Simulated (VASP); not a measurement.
Here is a VASP 6.6.1 calculation.

File INCAR:

```
PREC = Accurate
ENCUT = 520
EDIFF = 1E-6
ISMEAR = 0
SIGMA = 0.05
LREAL = False
LASPH = True
NELM = 60
ALGO = Normal
ISIF = 2
LWAVE = False
LCHARG = False
NBANDS = 10
```

KPOINTS

```
regular mesh
0
Gamma
  8 8 4
```

The input POSCAR:

```
H
1.0
    1.6897451565     -2.7999804357      0.0000000000
    1.6897451565      2.7999804357      0.0000000000
    0.0000000000      0.0000000000      6.1559244045
H
4
Direct
    0.5678085000      0.4321915000      0.9995149500
    0.4321915000      0.5678085000      0.0004850500
    0.4321915000      0.5678085000      0.4995149500
    0.5678085000      0.4321915000      0.5004850500
```

Potentials or basis: VASP PAW LDA potentials, release 64 (H).

Command:

```sh
$ cat potpaw_LDA.64/H/POTCAR > POTCAR
$ mpirun -np 1 vasp_std > vasp.out
```

Question: Predict the pressure.

Answer: -0.2 GPa.

Question: Estimate the band gap on the k mesh.

Answer: 7.55 eV.

Forces on the atoms (eV/Å):
```
H    0.000 -0.316 -0.003
H    0.000  0.316  0.003
H    0.000  0.316 -0.003
H    0.000 -0.316  0.003
```

Caveat: the cell differs from its parent crystal (strain +0.025 along x and y, -0.025 along z). A k mesh can miss the band edges.
